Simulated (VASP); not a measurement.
Write the native input for VASP 6.6.1 that does the following.

| Item | Value |
| --- | --- |
| Task | density of states |
| Functional | PBE |
| Potentials or basis | VASP PAW PBE potentials, release 64 (Ir) |
| Cutoff | 520 eV |
| k mesh | 14 × 14 × 14 |
| Occupations | fermi-dirac, width 0.05 eV |
| Spin | no spin polarisation |
| Dipole correction | no |
| k mesh for the DOS | 21 × 21 × 21 |
| Occupations for the DOS | tetrahedron |
| Further INCAR settings | ALGO = Normal; EDIFF = 1e-07; NBANDS = 16 |

Ir:

```xyz
2
Lattice="0.0000 2.1011 2.1011 2.1011 0.0000 2.1011 2.1011 2.1011 0.0000" Properties=species:S:1:pos:R:3 pbc="T T T"
Ir   -0.5253   -0.5253   -0.5253
Ir    0.5253    0.5253    0.5253
```

This cell differs from its parent crystal: volume scaled by 0.43.

One way to write it, as run:

POSCAR

```
Ir
1.0
    0.0000000000      2.1010719692      2.1010719692
    2.1010719692      0.0000000000      2.1010719692
    2.1010719692      2.1010719692      0.0000000000
Ir
2
Direct
   -0.1250000000     -0.1250000000     -0.1250000000
    0.1250000000      0.1250000000      0.1250000000
```

INCAR.step1

```
PREC = Accurate
ENCUT = 520
EDIFF = 1E-7
ISMEAR = -1
SIGMA = 0.05
LREAL = False
LASPH = True
NELM = 80
ALGO = Normal
ISIF = 2
LWAVE = False
LCHARG = True
LMAXMIX = 4
GGA = PE
NBANDS = 16
```

KPOINTS.step1

```
Automatic mesh
0
Gamma
  14 14 14
```

INCAR.step2

```
PREC = Accurate
ENCUT = 520
EDIFF = 1E-7
ISMEAR = -5
SIGMA = 0.05
LREAL = False
LASPH = True
NELM = 80
ALGO = Normal
ISIF = 2
LWAVE = False
LCHARG = False
LMAXMIX = 4
GGA = PE
LORBIT = 10
NBANDS = 16
NEDOS = 1001
ICHARG = 11
```

KPOINTS.step2

```
Automatic mesh
0
Gamma
  21 21 21
```

Potentials or basis: VASP PAW PBE potentials, release 64 (Ir).

Run with:

```console
$ cat potpaw_PBE.64/Ir/POTCAR > POTCAR
$ cp INCAR.step1 INCAR
$ cp KPOINTS.step1 KPOINTS
$ mpirun -np 1 vasp_std > vasp.out
$ cp INCAR.step2 INCAR
$ cp KPOINTS.step2 KPOINTS
$ mpirun -np 1 vasp_std > vasp.out
```

It took 44 s on 1 thread of Intel Xeon 6975P-C, on a shared host, peak memory 0.2 GiB.
